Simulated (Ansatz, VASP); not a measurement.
BP in VASP and in Ansatz

```
B P
1.0
     0.00000    2.37111    2.26900
     2.26900    0.00000    2.26900
     2.26900    2.37111    0.00000
B P
1 1
Direct
  0.00000 0.00000 0.00000
  0.75000 0.75000 0.75000
```

Change from the starting cell: strain +0.0450 x Voigt [0, 1, 0, 0, 0, 0], atoms carried along.

Alike in both runs: task single point; functional r2SCAN; k mesh 8 × 8 × 8; occupations gaussian, width 0.05 eV; no spin polarisation.

|  | VASP | Ansatz |
| --- | --- | --- |
| version | VASP 6.6.1 | Ansatz 0.2.0 |
| potentials or method | VASP PAW PBE potentials, release 64 (B, P), cutoff 520 eV | scalar-relativistic, plane waves, PAW |
| valence electrons in the cell | 8 | 8 |

```tsv
	VASP	Ansatz	Ansatz less VASP
gap on the k mesh at the Fermi level (eV)	1.18	1.16	-0.029
least direct gap on the mesh (eV)	3.34	3.30	-0.039
pressure (GPa)	-7.5	-7.0	+0.47
traceless stress, the component that is largest in VASP (GPa)	-8.60	-8.56	+0.038
```

VASP's potentials were made for PBE, not for r2SCAN. With one functional, cell and mesh, what is left measures potentials, basis and numerics.
